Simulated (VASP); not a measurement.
A run of VASP 6.6.1 is set up as follows.

INCAR

```
SYSTEM = PbS
PREC = Accurate ; ENCUT = 520
EDIFF = 1E-6 ; ISMEAR = 0
SIGMA = 0.1 ; LREAL = Auto
LASPH = .TRUE. ; NELM = 80
ALGO = Normal ; ISIF = 2
LWAVE = .FALSE. ; LCHARG = .FALSE.
GGA = PE ; IVDW = 12
NBANDS = 94 ; ISYM = 0
```

File KPOINTS:

```
Automatic mesh
0
Gamma
  2 2 2
  0.5 0.5 0.5
```

The input POSCAR:

```
PbS
1.0
    0.0000000000      4.2305071600     -5.9824948000
    0.0000000000      4.2305071600      5.9824948000
    8.4331939300      0.0000000000      0.0000000000
Pb S
8 8
Direct
    0.9999556200      0.7500443800      0.1237649400
    0.4999556200      0.2500443800      0.1237649400
    0.0000443800      0.7499556200      0.6237649400
    0.5000443800      0.2499556200      0.6237649400
    0.0000443800      0.2499556200      0.8762350600
    0.5000443800      0.7499556200      0.8762350600
    0.9999556200      0.2500443800      0.3762350600
    0.4999556200      0.7500443800      0.3762350600
    0.7495254850      0.5004745150      0.8747563400
    0.2495254850      0.0004745150      0.8747563400
    0.7504745150      0.4995254850      0.3747563400
    0.2504745150      0.9995254850      0.3747563400
    0.2504745150      0.4995254850      0.1252436600
    0.7504745150      0.9995254850      0.1252436600
    0.2495254850      0.5004745150      0.6252436600
    0.7495254850      0.0004745150      0.6252436600
```

Potentials or basis: VASP PAW PBE potentials, release 64 (Pb_d, S).

The run is started by

```bash
$ cat potpaw_PBE.64/Pb_d/POTCAR potpaw_PBE.64/S/POTCAR > POTCAR
$ mpirun -np 1 vasp_std > vasp.out
```

(1) Predict the dispersion energy per atom.

(2) What does it give for the pressure?

(3) What does it give for the band gap on the k mesh?

## Answers

(1) -0.339 eV.

(2) -1.3 GPa.

(3) 1.94 eV.

Caveat: spin-orbit coupling is left out, which moves the levels of the heavy elements; a shifted mesh leaves out Γ, where band edges can lie.
